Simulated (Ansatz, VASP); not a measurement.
# Hf in VASP and in Ansatz

The input POSCAR:

```
Hf
1.0
    3.1987335297      0.0000000000      0.0000000000
   -1.5993667648      2.7701844966      0.0000000000
    0.0000000000      0.0000000000      5.0505021987
Hf
2
Direct
    0.3333333333      0.6666666667      0.2500000000
    0.6666666667      0.3333333333      0.7500000000
```

File INCAR.step1:

```
SYSTEM = Hf
PREC = Accurate ; ENCUT = 520
ISMEAR = -1 ; SIGMA = 0.1
LREAL = .False. ; LASPH = .True.
NELM = 100 ; NBANDS = 17
GGA = PE ; ALGO = Normal
EDIFF = 1E-4 ; LWAVE = .True.
LCHARG = .False.
```

Contents of INCAR.step2:

```
SYSTEM = Hf
PREC = Accurate ; ENCUT = 520
EDIFF = 1E-7 ; ISMEAR = -1
SIGMA = 0.1 ; LREAL = .False.
LASPH = .True. ; NELM = 100
ALGO = Normal ; ISIF = 2
LWAVE = .False. ; LCHARG = .False.
METAGGA = R2SCAN ; LMIXTAU = .True.
NBANDS = 17 ; ISTART = 1
```

KPOINTS

```
regular mesh
0
Gamma
  4 4 2
  0 0 0
```

Input for Ansatz:

```yaml
crystal:
  lattice:
    - [3.1987335297, 0.0, 0.0]
    - [-1.5993667648, 2.7701844966, 0.0]
    - [0.0, 0.0, 5.0505021987]
  atoms:
    - { symbol: Hf, position: [0.3333333333, 0.6666666667, 0.25] }
    - { symbol: Hf, position: [0.6666666667, 0.3333333333, 0.75] }
hamiltonian:
  xc: r2scan
  pseudopotentials:
    kind: paw
    azcp:
      Hf: "pseudopotentials/Hf.paw.azcp"
basis:
  ecutwfc: 500
  fft_grid_basis: typed
kpoints:
  mp_grid: { grid: [4, 4, 2], shift: [0, 0, 0] }
magnetization:
  spin_polarized: false
scf:
  occupations: { method: fermi_dirac, width: 0.1 }
  lower_state_search: "off"
output:
  stress: true
```

Alike in both runs: task single point; functional r2SCAN; k mesh 4 × 4 × 2; occupations fermi-dirac, width 0.1 eV; no spin polarisation.

|  | VASP | Ansatz |
| --- | --- | --- |
| version | VASP 6.6.1 | Ansatz 0.2.0 |
| potentials or method | VASP PAW PBE potentials, release 64 (Hf_pv), cutoff 520 eV | plane waves (500 eV) with PAW, scalar-relativistic |
| valence electrons in the cell | 20 | 52 |

Ansatz gave:

| Quantity | Value |
| --- | --- |
| pressure (GPa) | -0.8 |
| traceless stress, the component that is largest in VASP (GPa) | -0.75 |

Question: What did VASP give for the same quantities?

Answer: Pressure (GPa): -1.4; traceless stress, the component that is largest in VASP (GPa): -0.87.

VASP's potentials were made for PBE, not for r2SCAN. VASP's potentials hold 20 valence electrons a cell and Ansatz's 52, so a difference there can come from the potentials and not from the codes.

The k mesh is coarse, so the values compare programs but aren't converged. Spin-orbit coupling is off throughout.
